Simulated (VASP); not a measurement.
# SnTe: single point with PBE0

SnTe:

```
CELL_PARAMETERS angstrom
0.00000 3.63506 3.63506
3.63506 0.00000 3.63506
3.63506 3.63506 0.00000
ATOMIC_POSITIONS crystal
Te 0.25000 0.25000 0.25000
Sn 0.00000 0.00000 0.00000
```

| Quantity | Value |
| --- | --- |
| Program | VASP 6.6.1 |
| Task | single point |
| Functional | PBE0 |
| Potentials or basis | VASP PAW PBE potentials, release 64 (Te, Sn_d) |
| Cutoff | 520 eV |
| k mesh | 4 × 4 × 4 |
| Occupations | fermi-dirac, width 0.05 eV |
| Spin | no spin polarisation |
| Dipole correction | no |
| Grid for exact exchange (PRECFOCK) | Normal |
| Further INCAR settings | ALGO = Normal; EDIFF = 1e-06; NBANDS = 17 |
| Share of exact exchange | 0.25 |

| Quantity | Value |
| --- | --- |
| Pressure | -1.2 GPa |
| Band gap on the k mesh | 1.05 eV (least direct gap 1.82 eV) |

Levels at points of the mesh, in eV from the valence-band top:
```tsv
k point	band 8	band 9	band 10	band 11	band 12	band 13
(0.00, 0.00, 0.00)	-2.23	-2.23	-2.23	2.03	2.03	2.03
(0.50, 0.00, 0.00)	-2.82	-2.82	-2.25	2.89	2.89	4.55
(0.50, 0.50, 0.00)	-3.53	-3.53	-0.77	1.05	5.14	5.14
```

Run time: 14 min on 1 thread of Intel(R) Xeon(R) Platinum 8488C (Sapphire Rapids), on a shared host, peak memory 0.27 GiB.

Caveat: the PAW data sets were made with another functional, which shifts forces and pressure a little; spin-orbit coupling is left out, which moves the levels of the heavy elements. A k mesh can miss the band edges.
